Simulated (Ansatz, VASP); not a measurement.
# One calculation of Se, two programs

```
Se
1.0
     4.50482    0.00000    0.00000
    -2.25241    3.90129    0.00000
     0.00000    0.00000    4.97880
Se
3
Direct
  0.21789 0.00000 0.33333
  0.00000 0.21789 0.66667
  0.78211 0.78211 0.00000
```

Alike in both runs: task relaxation of the atoms; functional LDA; k mesh 9 × 9 × 6; occupations gaussian, width 0.02 eV; no spin polarisation.

|  | VASP | Ansatz |
| --- | --- | --- |
| version | VASP 6.6.1 | Ansatz 0.2.0 |
| potentials or method | VASP PAW LDA potentials, release 64 (Se), cutoff 520 eV | scalar-relativistic, plane waves, PAW |
| valence electrons in the cell | 18 | 48 |

|  | VASP | Ansatz | Ansatz less VASP |
| --- | --- | --- | --- |
| gap on the k mesh at the Fermi level, each at its own relaxed structure (eV) | 1.00 | 1.01 | +0.009 |

Ansatz warns that its potentials were made for another functional, while VASP's fit it. LDA's correlation is that of Perdew and Zunger in VASP and of Perdew and Wang (1992) in Ansatz. VASP's potentials hold 18 valence electrons a cell and Ansatz's 48, so a difference there can come from the potentials and not from the codes. Ansatz's warnings: stress scf threshold loose.
